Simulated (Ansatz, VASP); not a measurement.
**Two plane-wave programs on HfN**

```xyz
2
Lattice="0.0000 2.3098 2.3098 2.2590 0.0508 2.2590 2.2590 2.2590 0.0508" Properties=species:S:1:pos:R:3 pbc="T T T"
Hf    0.0000    0.0000    0.0000
N     2.2590    2.3098    2.3098
```

Change from the starting cell: strain +0.0450 x Voigt [0, 0, 0, 1, 0, 0], atoms carried along.

Alike in both runs: task single point; functional PBEsol; k mesh 18 × 18 × 18; occupations gaussian, width 0.15 eV; no spin polarisation.

|  | VASP | Ansatz |
| --- | --- | --- |
| version | VASP 6.6.1 | Ansatz 0.2.0 |
| potentials or method | VASP PAW PBE potentials, release 64 (Hf_pv, N), cutoff 520 eV | scalar-relativistic, plane waves, PAW |
| valence electrons in the cell | 15 | 31 |

|  | VASP | Ansatz | Ansatz less VASP |
| --- | --- | --- | --- |
| gap on the k mesh at the Fermi level (eV) | none | none | - |
| pressure (GPa) | -5.0 | -2.8 | +2.16 |
| traceless stress, the component that is largest in VASP (GPa) | -5.58 | -5.49 | +0.088 |

VASP's potentials were made for PBE, not for PBEsol. A gap of «none» marks a metal or a gap that the smearing closes. VASP's potentials hold 15 valence electrons a cell and Ansatz's 31, so a difference there can come from the potentials and not from the codes.

Neither program's run includes spin-orbit coupling.
